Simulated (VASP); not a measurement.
# FeS2 (Pa-3) in VASP: settings compared, part 2 of 3

VASP 6.6.1. Earlier steps stand in the parts before.

## 4. Electric field gradients, PBE, collinear spin, ferromagnetic start

The input, INCAR:

```
SYSTEM = FeS2
PREC = Accurate
ENCUT = 520
EDIFF = 1E-8
ISMEAR = -1
SIGMA = 0.05
LREAL = .False.
LASPH = .True.
NELM = 200
ALGO = Normal
ISIF = 2
LWAVE = .False.
LCHARG = .False.
ISPIN = 2
MAGMOM = 3 3 3 3 0 0 0 0 0 0 0 0
LORBIT = 11
LMAXMIX = 4
GGA = PE
LEFG = .True.
NBANDS = 56
GGA_COMPAT = .False.
KPAR = 4
```

The input, KPOINTS:

```
Automatic mesh
0
Gamma
  8 8 8
  0 0 0
```

The input, POSCAR:

```
FeS2
1.0
    5.4178000000      0.0000000000      0.0000000000
    0.0000000000      5.4178000000      0.0000000000
    0.0000000000      0.0000000000      5.4178000000
Fe S
4 8
Direct
    0.0000000000      0.0000000000      0.0000000000
    0.5000000000      0.0000000000      0.5000000000
    0.5000000000      0.5000000000      0.0000000000
    0.0000000000      0.5000000000      0.5000000000
    0.3848200000      0.3848200000      0.3848200000
    0.1151800000      0.6151800000      0.8848200000
    0.8848200000      0.1151800000      0.6151800000
    0.6151800000      0.8848200000      0.1151800000
    0.6151800000      0.6151800000      0.6151800000
    0.8848200000      0.3848200000      0.1151800000
    0.1151800000      0.8848200000      0.3848200000
    0.3848200000      0.1151800000      0.8848200000
```

Potentials or basis: VASP PAW PBE potentials, release 64 (Fe, S).

Command:

```console
> cat potpaw_PBE.64/Fe/POTCAR potpaw_PBE.64/S/POTCAR > POTCAR
> mpirun -np 4 vasp_std > vasp.out
```

OUTCAR:

```text
SYSTEM = FeS2
   PREC = Accurate
   ENCUT = 520
   EDIFF = 1E-8
   ISMEAR = -1
   LREAL = .False.
   LASPH = .True.
   NELM = 200
   ISIF = 2
   ISPIN = 2
   LORBIT = 11
   GGA = PE

 ion  position               nearest neighbor table
   1  0.000  0.000  0.000-   6 2.26   7 2.26   8 2.26  10 2.26  11 2.26  12 2.26
   2  0.500  0.000  0.500-   5 2.26   7 2.26   8 2.26   9 2.26  11 2.26  12 2.26
   3  0.500  0.500  0.000-   5 2.26   6 2.26   8 2.26   9 2.26  10 2.26  12 2.26
   4  0.000  0.500  0.500-   5 2.26   6 2.26   7 2.26   9 2.26  10 2.26  11 2.26
   5  0.385  0.385  0.385-   9 2.16   3 2.26   4 2.26   2 2.26
   6  0.115  0.615  0.885-  10 2.16   3 2.26   4 2.26   1 2.26
   7  0.885  0.115  0.615-  11 2.16   2 2.26   4 2.26   1 2.26
   8  0.615  0.885  0.115-  12 2.16   2 2.26   3 2.26   1 2.26
   9  0.615  0.615  0.615-   5 2.16   3 2.26   4 2.26   2 2.26
  10  0.885  0.385  0.115-   6 2.16   3 2.26   4 2.26   1 2.26
  11  0.115  0.885  0.385-   7 2.16   2 2.26   4 2.26   1 2.26
  12  0.385  0.115  0.885-   8 2.16   2 2.26   3 2.26   1 2.26

  LATTYP: Found a simple cubic cell.
 ALAT       =     5.4178000000

  Lattice vectors:

 A1 = (   5.4178000000,   0.0000000000,   0.0000000000)
 A2 = (   0.0000000000,   5.4178000000,   0.0000000000)
 A3 = (   0.0000000000,   0.0000000000,   5.4178000000)

Analysis of symmetry for initial positions (statically):
=====================================================================
 Subroutine PRICEL returns:
 Original cell was already a primitive cell.

 Routine SETGRP: Setting up the symmetry group for a
 simple cubic supercell.

 Subroutine GETGRP returns: Found 24 space group operations
 (whereof  6 operations were pure point group operations)
 out of a pool of 48 trial point group operations.

The static configuration has the point symmetry S_6 .
 The point group associated with its full space group is T_h .

Analysis of symmetry for dynamics (positions and initial velocities):
=====================================================================
 Subroutine PRICEL returns:
 Original cell was already a primitive cell.

 Routine SETGRP: Setting up the symmetry group for a
[... 2900 lines left out ...]
   7      -0.000    -0.000     0.000   -72.400   -72.400    72.400
   8      -0.000    -0.000     0.000   -72.400    72.400   -72.400
   9      -0.000     0.000     0.000    72.400    72.400    72.400
  10      -0.000     0.000     0.000    72.400   -72.400   -72.400
  11      -0.000    -0.000     0.000   -72.400   -72.400    72.400
  12      -0.000     0.000     0.000   -72.400    72.400   -72.400
---------------------------------------------------------------------

 Electric field gradients after diagonalization (V/A^2)
 (convention: |V_zz| > |V_xx| > |V_yy|)
----------------------------------------------------------------------
 ion       V_xx      V_yy      V_zz     asymmetry (V_yy - V_xx)/ V_zz
----------------------------------------------------------------------
   1      16.334    16.334   -32.668       0.000
   2      16.334    16.334   -32.668       0.000
   3      16.334    16.334   -32.668       0.000
   4      16.334    16.334   -32.668       0.000
   5     -72.400   -72.400   144.800       0.000
   6     -72.400   -72.400   144.800       0.000
   7     -72.400   -72.400   144.800       0.000
   8     -72.400   -72.400   144.800       0.000
   9     -72.400   -72.400   144.800       0.000
  10     -72.400   -72.400   144.800       0.000
  11     -72.400   -72.400   144.800       0.000
  12     -72.400   -72.400   144.800       0.000
----------------------------------------------------------------------

           NMR quadrupolar parameters

 Cq : quadrupolar parameter    Cq=e*Q*V_zz/h
 eta: asymmetry parameters     (V_yy - V_xx)/ V_zz
 Q  : nuclear electric quadrupole moment in mb (millibarn)
----------------------------------------------------------------------
 ion       Cq(MHz)       eta       Q (mb)
----------------------------------------------------------------------
   1      -0.079       0.000       1.000
   2      -0.079       0.000       1.000
   3      -0.079       0.000       1.000
   4      -0.079       0.000       1.000
   5       0.350       0.000       1.000
   6       0.350       0.000       1.000
   7       0.350       0.000       1.000
   8       0.350       0.000       1.000
   9       0.350       0.000       1.000
  10       0.350       0.000       1.000
  11       0.350       0.000       1.000
  12       0.350       0.000       1.000
----------------------------------------------------------------------

 total charge

# of ion       s       p       d       tot
------------------------------------------
    1        0.422   0.622   6.489   7.532
    2        0.422   0.622   6.489   7.532
    3        0.422   0.622   6.489   7.532
    4        0.422   0.622   6.489   7.532
    5        1.348   2.297   0.000   3.645
    6        1.348   2.297   0.000   3.645
    7        1.348   2.297   0.000   3.645
    8        1.348   2.297   0.000   3.645
    9        1.348   2.297   0.000   3.645
   10        1.348   2.297   0.000   3.645
   11        1.348   2.297   0.000   3.645
   12        1.348   2.297   0.000   3.645
--------------------------------------------------
tot         12.467  20.866  25.954  59.287

 magnetization (x)

# of ion       s       p       d       tot
------------------------------------------
    1       -0.000  -0.000  -0.000  -0.000
    2       -0.000  -0.000  -0.000  -0.000
    3       -0.000  -0.000  -0.000  -0.000
    4       -0.000  -0.000  -0.000  -0.000
    5        0.000   0.000   0.000   0.000
    6        0.000   0.000   0.000   0.000
    7        0.000   0.000   0.000   0.000
    8        0.000   0.000   0.000   0.000
    9        0.000   0.000   0.000   0.000
   10        0.000   0.000   0.000   0.000
   11        0.000   0.000   0.000   0.000
   12        0.000   0.000   0.000   0.000
--------------------------------------------------
tot          0.000   0.000  -0.000  -0.000
```

stdout:

```text
POSCAR found type information on POSCAR FeS
 POSCAR found :  2 types and      12 ions
 scaLAPACK will be used
 LDA part: xc-table for (Slater+PW92), standard interpolation
 POSCAR, INCAR and KPOINTS ok, starting setup
 FFT: planning ... GRIDC
 FFT: planning ... GRID_SOFT
 FFT: planning ... GRID
 WAVECAR not read
 entering main loop
ion   1

ion   2

ion   3

ion   4

ion   5

ion   6

ion   7

ion   8

ion   9

ion  10

ion  11

ion  12
```

Run time: 2.9 min. Hardware: 4 MPI ranks of AMD EPYC 9R45 (Zen 5), shared host; peak memory 0.63 GiB.

What came out:

```
Free energy                                           : -72.1026 eV
Pressure                                              : -0.9 GPa
Largest force                                         : 0.234 eV/Å
Band gap on the k mesh                                : 0.62 eV, indirect (least direct gap 0.66 eV)
Net moment                                            : 0.00 μB per cell
Valence electrons inside the program's atomic spheres : Fe 7.53; S 3.65
```

Forces in eV/Å, atoms in the order of the input:
```
Fe   0.000  0.000  0.000
Fe   0.000  0.000  0.000
Fe   0.000  0.000  0.000
Fe   0.000  0.000  0.000
S   -0.135 -0.135 -0.135
S    0.135  0.135 -0.135
S   -0.135  0.135  0.135
S    0.135 -0.135  0.135
S    0.135  0.135  0.135
S   -0.135 -0.135  0.135
S    0.135 -0.135 -0.135
S   -0.135  0.135 -0.135
```

Levels at points of the mesh, in eV from the valence-band top:
Spin up:
```tsv
k point	band 38	band 39	band 40	band 41	band 42	band 43
(0.00, 0.00, 0.00)	-0.30	-0.30	-0.04	0.62	1.53	1.53
(0.50, 0.00, 0.00)	-0.13	-0.01	-0.01	1.55	1.55	1.72
(0.50, 0.50, 0.00)	-0.11	-0.11	-0.11	1.85	1.85	1.85
(0.50, 0.50, 0.50)	-0.34	-0.34	-0.34	1.44	1.44	1.44
```
Spin down:
| k point | band 36 | band 37 | band 38 | band 39 | band 40 | band 41 | band 42 | band 43 | band 44 | band 45 |
| --- | --- | --- | --- | --- | --- | --- | --- | --- | --- | --- |
| (0.00, 0.00, 0.00) | -0.31 | -0.30 | -0.30 | -0.30 | -0.04 | 0.62 | 1.53 | 1.53 | 1.53 | 3.16 |
| (0.50, 0.00, 0.00) | -0.35 | -0.13 | -0.13 | -0.01 | -0.01 | 1.55 | 1.55 | 1.72 | 1.72 | 2.37 |
| (0.50, 0.50, 0.00) | -0.39 | -0.11 | -0.11 | -0.11 | -0.11 | 1.85 | 1.85 | 1.85 | 1.85 | 1.88 |
| (0.50, 0.50, 0.50) | -0.99 | -0.34 | -0.34 | -0.34 | -0.34 | 1.44 | 1.44 | 1.44 | 1.44 | 2.42 |

Electric field gradients, principal values (V/Å²):
| atom | least | middle | greatest (by size) |
| --- | --- | --- | --- |
| 1 Fe | 16.334 | 16.334 | -32.668 |
| 2 Fe | 16.334 | 16.334 | -32.668 |
| 3 Fe | 16.334 | 16.334 | -32.668 |
| 4 Fe | 16.334 | 16.334 | -32.668 |
| 5 S | -72.400 | -72.400 | 144.800 |
| 6 S | -72.400 | -72.400 | 144.800 |
| 7 S | -72.400 | -72.400 | 144.800 |
| 8 S | -72.400 | -72.400 | 144.800 |
| 9 S | -72.400 | -72.400 | 144.800 |
| 10 S | -72.400 | -72.400 | 144.800 |
| 11 S | -72.400 | -72.400 | 144.800 |
| 12 S | -72.400 | -72.400 | 144.800 |

Caveat: the starting moments collapsed, and a magnetic state may lie lower; without QUAD_EFG the Cq values of the log hold for a quadrupole moment of 1 mb, not for the nuclei.

(Continued in part 3 of 3.)
